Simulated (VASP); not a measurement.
A run of VASP 6.6.1 is set up as follows.

INCAR

```
PREC = Accurate ; ENCUT = 520
EDIFF = 1E-7 ; ISMEAR = 0
SIGMA = 0.15 ; LREAL = F
LASPH = T ; NELM = 60
ALGO = Normal ; ISIF = 2
LWAVE = F ; LCHARG = F
GGA = CA ; NBANDS = 24
```

File KPOINTS:

```
regular mesh
0
Gamma
  12 12 8
```

POSCAR

```
CuAs
1.0
    3.6033000000      0.0000000000      0.0000000000
   -1.8016500000      3.1205493375      0.0000000000
    0.0000000000      0.0000000000      5.2467000000
Cu As
2 2
Direct
    0.0000000000      0.0000000000      0.5000000000
    0.0000000000      0.0000000000      0.0000000000
    0.6666666667      0.3333333333      0.7500000000
    0.3333333333      0.6666666667      0.2500000000
```

Potentials or basis: VASP PAW LDA potentials, release 64 (Cu, As).

Command:

```console
$ cat potpaw_LDA.64/Cu/POTCAR potpaw_LDA.64/As/POTCAR > POTCAR
$ mpirun -np 1 vasp_std > vasp.out
```

Question: Estimate the band gap on the k mesh.

Answer: Zero (band 16 reaches 9.41 eV, above the bottom of band 17 at 6.58 eV).

Question: Estimate the pressure.

Answer: 3.6 GPa.

Stress tensor (GPa, compression positive):
```
 7.38  0.00  0.00
 0.00  7.38  0.00
 0.00  0.00 -3.82
```
